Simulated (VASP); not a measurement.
# Ti3H in VASP: further runs, part 2 of 2

VASP 6.6.1. Earlier steps stand in the parts before.

## 4. Single point, PBE

INCAR

```
  PREC = Accurate
  ENCUT = 520
  EDIFF = 1E-7
  ISMEAR = 0
  SIGMA = 0.1
  LREAL = False
  LASPH = True
  NELM = 100
  ALGO = Normal
  ISIF = 2
  LWAVE = False
  LCHARG = False
  LDIPOL = True
  IDIPOL = 3
  DIPOL = 0.5 0.5 0.315
  GGA = PE
  NBANDS = 47
```

KPOINTS

```
regular mesh
0
Gamma
  6 6 1
```

POSCAR

```
Ti3H
1.0
    4.6039800811      0.0000000000      0.0000000000
   -2.3019900405      3.9871637087      0.0000000000
    0.0000000000      0.0000000000     22.4969948581
Ti H
6 2
Direct
    0.6666666667      0.3333333333      0.1778015253
    0.3333333333      0.6666666667      0.2195752601
    0.0000000000      0.0000000000      0.2613489950
    0.6666666667      0.3333333333      0.2980583739
    0.3333333333      0.6666666667      0.3304600279
    0.0000000000      0.0000000000      0.3776946615
    0.2863074238      0.7136925762      0.4261455772
    0.3803592429      0.6196407571      0.4261455772
```

Potentials or basis: VASP PAW PBE potentials, release 64 (Ti_sv, H).

The run is started by

```console
$ cat potpaw_PBE.64/Ti_sv/POTCAR potpaw_PBE.64/H/POTCAR > POTCAR
$ mpirun -np 1 vasp_std > vasp.out
```

OUTCAR:

```text
PREC = Accurate
   ENCUT = 520
   EDIFF = 1E-7
   ISMEAR = 0
   LREAL = False
   LASPH = True
   NELM = 100
   ISIF = 2
   GGA = PE

 ion  position               nearest neighbor table
   1  0.667  0.333  0.178-   4 2.71   2 2.82   2 2.82   2 2.82
   2  0.333  0.667  0.220-   5 2.49   1 2.82   1 2.82   3 2.82   1 2.82   3 2.82   3 2.82
   3  0.000  0.000  0.261-   6 2.62   4 2.78   4 2.78   4 2.78   2 2.82   2 2.82   2 2.82
   4  0.667  0.333  0.298-   1 2.71   5 2.76   5 2.76   5 2.76   3 2.78   3 2.78   3 2.78
   5  0.333  0.667  0.330-   2 2.49   4 2.76   4 2.76   4 2.76   6 2.86   6 2.86   6 2.86
   6  0.000  0.000  0.378-   3 2.62   5 2.86   5 2.86   5 2.86
   7  0.286  0.714  0.426-   8 0.75
   8  0.380  0.620  0.426-   7 0.75

  LATTYP: Found a hexagonal cell.
 ALAT       =     4.6039800811
 C/A-ratio  =     4.8864231517

  Lattice vectors:

 A1 = (   4.6039800811,   0.0000000000,   0.0000000000)
 A2 = (  -2.3019900405,   3.9871637087,   0.0000000000)
 A3 = (   0.0000000000,   0.0000000000,  22.4969948581)

Analysis of symmetry for initial positions (statically):
=====================================================================
 Subroutine PRICEL returns:
 Original cell was already a primitive cell.

 Routine SETGRP: Setting up the symmetry group for a
 hexagonal supercell.

 Subroutine GETGRP returns: Found  2 space group operations
 (whereof  2 operations were pure point group operations)
 out of a pool of 24 trial point group operations.

The static configuration has the point symmetry C_1h.

Analysis of symmetry for dynamics (positions and initial velocities):
=====================================================================
 Subroutine PRICEL returns:
 Original cell was already a primitive cell.

 Routine SETGRP: Setting up the symmetry group for a
 hexagonal supercell.

 Subroutine GETGRP returns: Found  2 space group operations
 (whereof  2 operations were pure point group operations)
 out of a pool of 24 trial point group operations.

The dynamic configuration has the point symmetry C_1h.

 Subroutine INISYM returns: Found  2 space group operations
 (whereof  2 operations are pure point group operations),
 and found     1 'primitive' translations

----------------------------------------------------------------------------------------

                                     Primitive cell

  volume of cell :     412.9733

  direct lattice vectors                    reciprocal lattice vectors
     4.603980081  0.000000000  0.000000000     0.217203372  0.125402426  0.000000000
    -2.301990040  3.987163709  0.000000000     0.000000000  0.250804851  0.000000000
     0.000000000  0.000000000 22.496994858     0.000000000  0.000000000  0.044450381

  length of vectors
     4.603980081  4.603980081 22.496994858     0.250804851  0.250804851  0.044450381

  position of ions in fractional coordinates (direct lattice)
     0.666666667  0.333333333  0.177801525
     0.333333333  0.666666667  0.219575260
     0.000000000  0.000000000  0.261348995
     0.666666667  0.333333333  0.298058374
     0.333333333  0.666666667  0.330460028
     0.000000000  0.000000000  0.377694662
     0.286307424  0.713692576  0.426145577
     0.380359243  0.619640757  0.426145577

  ion indices of the primitive-cell ions
   primitive index   ion index
                 1           1
[... 53 lines left out ...]
   dimension x,y,z NGXF=    72 NGYF=   72 NGZF=  336
   ions per type =               6   2
   NGX,Y,Z   is equivalent  to a cutoff of  13.00, 13.00, 12.41 a.u.
   NGXF,Y,Z  is equivalent  to a cutoff of  26.00, 26.00, 24.83 a.u.
 SYSTEM =  unknown system
   PREC   = accura    normal or accurate (medium, high low for compatibility)
   ISTART =      0    job   : 0-new  1-cont  2-samecut
   ICHARG =      2    charge: 1-file 2-atom 10-const
   ISPIN  =      1    spin polarized calculation?
   LNONCOLLINEAR =      F non collinear calculations
   LSORBIT =      F    spin-orbit coupling
   LASPH  =      T    aspherical Exc in radial PAW
   ENCUT  =  520.0 eV  38.22 Ry    6.18 a.u.   8.56  8.56 41.83*2*pi/ulx,y,z
   NELM   =    100;   NELMIN=  2; NELMDL= -5     # of ELM steps
   EDIFF  = 0.1E-06   stopping-criterion for ELM
   LREAL  =      F    real-space projection
   EDIFFG = 0.1E-05   stopping-criterion for IOM
   NSW    =      0    number of steps for IOM
   IBRION =     -1    ionic relax: 0-MD 1-quasi-New 2-CG
   NFREE  =      0    steps in history (QN), initial steepest desc. (CG)
   ISIF   =      2    stress and relaxation
   ISYM   =      2    0-nonsym 1-usesym 2-fastsym
   POTIM  = 0.5000    time-step for ionic-motion
   TEBEG  =    0.0;   TEEND  =   0.0 temperature during run
   PSTRESS=    0.0 pullay stress
   NELECT =      74.0000    total number of electrons
   NUPDOWN=      -1.0000    fix difference up-down
   EMIN   =  10.00;   EMAX   =-10.00  energy-range for DOS
   EFERMI =   0.00;   METHOD = LEGACY
   ISMEAR =     0;   SIGMA  =   0.10  broadening in eV -4-tet -1-fermi 0-gaus
   EFERMI_NEDOS =   21; number of points for ismear=-14 and -15
   IALGO  =     38    algorithm
   IMIX   =      4    mixing-type and parameters
     AMIX     =   0.40;   BMIX     =  1.00
     AMIX_MAG =   1.60;   BMIX_MAG =  1.00
  volume/ion in A,a.u.               =      51.62       348.36
  Fermi-wavevector in a.u.,A,eV,Ry     =   0.922950  1.744122 11.589936  0.851836
  Thomas-Fermi vector in A             =   2.048533
   LORBIT       =      0    0 simple, 1 ext, 2 COOP (PROOUT), +10 PAW based schemes
   GGA     = PE    functional components
   LHFCALC =     F    Hartree Fock is set to
   AEXX    =    0.0000 exact exchange contribution
   IVDW    =     0    specifies the selected vdW correction
   LEPSILON=     F    determine dielectric tensor
   LRPA    =     F    only Hartree local field effects (RPA)
 non-spin polarized calculation
 Gauss-broadening in eV      SIGMA  =   0.10
  energy-cutoff  :      520.00
  volume of cell :      412.97
 maximum number of plane-waves:     11163
 NGX is ok and might be reduce to    36
   NGX = 17   NGY = 17   NGZ = 83

 dipolmoment           0.000000      0.000000      0.139362 electrons x Angstroem

 number of electron      73.9999980 magnetization

 dipolmoment           0.000000      0.000000     -0.070781 electrons x Angstroem

 Free energy of the ion-electron system (eV)
  ---------------------------------------------------
  ext. energy  EPLUGINS =         0.00000000
  ---------------------------------------------------
  free energy    TOTEN  =       -48.46460279 eV

  energy without entropy =      -48.37202737  energy(sigma->0) =      -48.41831508

 E-fermi :  -0.0515     XC(G=0):  -4.0125

 val. band max:       -0.0528951820   @ k =   0.1667   0.1667   0.0000
 cond. band min:      -0.0488678333   @ k =   0.5000  -0.0000   0.0000
 fundamental gap:      0.0040273488
 Fermi energy:        -0.0514817235

 k-point     1 :       0.0000    0.0000    0.0000
  band No.  band energies     occupation
      1     -57.1247      2.00000
      2     -57.0598      2.00000
      3     -56.5616      2.00000
      4     -56.4436      2.00000
      5     -56.3923      2.00000
      6     -56.3001      2.00000
[... 639 lines left out ...]
     46       1.3454      0.00000
     47       1.4369      0.00000

------------------------ aborting loop because EDIFF is reached ----------------------------------------

 vacuum level on the upper side and lower side of the slab       (xc-potential included)        -0.349         0.332

  FORCE on cell =-STRESS in cart. coord.  units (eV):
  Direction    XX          YY          ZZ          XY          YZ          ZX
  --------------------------------------------------------------------------------------
  -------------------------------------------------------------------------------------
  Total       -1.6731750     -2.7000852     -1.7372395     -0.8893303     -0.1482114      0.2567097
  in kB       -6.4912738    -10.4752895     -6.7398193     -3.4502588     -0.5750033      0.9959346
  external PRESSURE =      -7.9021275 kB  Pullay stress =       0.0000000 kB

 VOLUME and BASIS-vectors are now :
 -----------------------------------------------------------------------------
  energy-cutoff  :      520.00
  volume of cell :      412.97
      direct lattice vectors                 reciprocal lattice vectors
     4.603980081  0.000000000  0.000000000     0.217203372  0.125402426  0.000000000
    -2.301990040  3.987163709  0.000000000     0.000000000  0.250804851  0.000000000
     0.000000000  0.000000000 22.496994858     0.000000000  0.000000000  0.044450381

 POSITION                                       TOTAL-FORCE (eV/Angst)
 -----------------------------------------------------------------------------------
      2.30199      1.32905      4.00000         0.000828     -0.000478      0.029682
     -0.00000      2.65811      4.93978        -0.010590      0.006114      0.219744
      0.00000      0.00000      5.87957        -0.022751      0.013135     -0.339070
      2.30199      1.32905      6.70542        -0.000918      0.000530     -0.105627
     -0.00000      2.65811      7.43436        -0.044572      0.025733      1.248516
      0.00000      0.00000      8.49699        -0.026755      0.015447     -0.583056
     -0.32476      2.84561      9.58699        -1.859212      1.073417     -0.225279
      0.32476      2.47061      9.58699         1.963968     -1.133897     -0.244911
 -----------------------------------------------------------------------------------
    total drift:                                0.000006     -0.000004      0.000464

  FREE ENERGIE OF THE ION-ELECTRON SYSTEM (eV)
  ---------------------------------------------------
  free  energy   TOTEN  =       -48.4646027859 eV

  energy  without entropy=      -48.3720273695  energy(sigma->0) =      -48.41831508

 vacuum level on the upper side and lower side of the slab         2.677         3.375
```

Wall time 6.6 min (1 thread of Intel Xeon 6975P-C (Granite Rapids), shared host); peak memory 0.56 GiB.

What came out:

| Property | Result |
| --- | --- |
| Free energy | -48.4646 eV |
| Largest force | 2.281 eV/Å |
| Band gap on the k mesh | zero (bands 37 and 38 overlap by 0.21 eV) |

Forces on the atoms (eV/Å):
```
Ti   0.001  0.000  0.030
Ti  -0.011  0.006  0.220
Ti  -0.023  0.013 -0.339
Ti  -0.001  0.001 -0.106
Ti  -0.045  0.026  1.249
Ti  -0.027  0.015 -0.583
H   -1.859  1.073 -0.225
H    1.964 -1.134 -0.245
```

## 5. Overview

| cell | gap on the mesh (eV) | largest force (eV/Å) |
| --- | --- | --- |
| as given, atomic positions A | none | 3.66 |
| as given, atomic positions B | none | 5.41 |
| as given, atomic positions C | none | 2.28 |

Alike in all rows: task single point; level PBE; potentials or basis VASP PAW PBE potentials, release 64 (Ti_sv, H); no spin polarisation; k mesh 6 × 6 × 1; cutoff (eV) 520; smearing gaussian 0.1 eV.

Total energies depend on the potentials used, so only differences within one code and one set of settings carry meaning.
